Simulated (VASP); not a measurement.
Write the native input for VASP 6.6.1 that does the following.

```yaml
Task: single point
Functional: PBE
Potentials_or_basis: VASP PAW PBE potentials, release 64 (Cd, Te, Se)
Cutoff: 520 eV
k_mesh: 6 × 6 × 10
Occupations: gaussian, width 0.1 eV
Spin: no spin polarisation
Dipole_correction: no
Further_INCAR_settings: ALGO = Normal; EDIFF = 1e-07; NBANDS = 36
```

The structure of Cd3TeSe2 lies in POSCAR:

```
Cd3TeSe2
1.0
    7.0548778092      0.0000000000      0.0000000000
   -3.5274389046      6.1097034034      0.0000000000
    0.0000000000      0.0000000000      3.8323799365
Cd Te Se
3 1 2
Direct
    0.5000000000      0.5000000000      0.5000000000
    0.5000000000      0.0000000000      0.5000000000
    0.0000000000      0.5000000000      0.5000000000
    0.0000000000      0.0000000000      0.5000000000
    0.6666666667      0.3333333333      0.0000000000
    0.3333333333      0.6666666667      0.0000000000
```

The cell was generated, and may not be a known phase.

One way to write it, as run:

INCAR

```
PREC = Accurate
ENCUT = 520
EDIFF = 1E-7
ISMEAR = 0
SIGMA = 0.1
LREAL = F
LASPH = T
NELM = 100
ALGO = Normal
ISIF = 2
LWAVE = F
LCHARG = F
GGA = PE
NBANDS = 36
```

KPOINTS

```
Automatic mesh
0
Gamma
  6 6 10
```

Potentials or basis: VASP PAW PBE potentials, release 64 (Cd, Te, Se).

Launch:

```bash
$ cat potpaw_PBE.64/Cd/POTCAR potpaw_PBE.64/Te/POTCAR potpaw_PBE.64/Se/POTCAR > POTCAR
$ mpirun -np 1 vasp_std > vasp.out
```

It gave:

- Pressure: 0.3 GPa
- Band gap on the k mesh: zero (bands 27 and 28 overlap by 1.79 eV)

Caveat: spin-orbit coupling is left out, which moves the levels of the heavy elements.

It took 7.1 min on 1 thread of Intel Xeon 8259CL (shared host), peak memory 0.43 GiB.
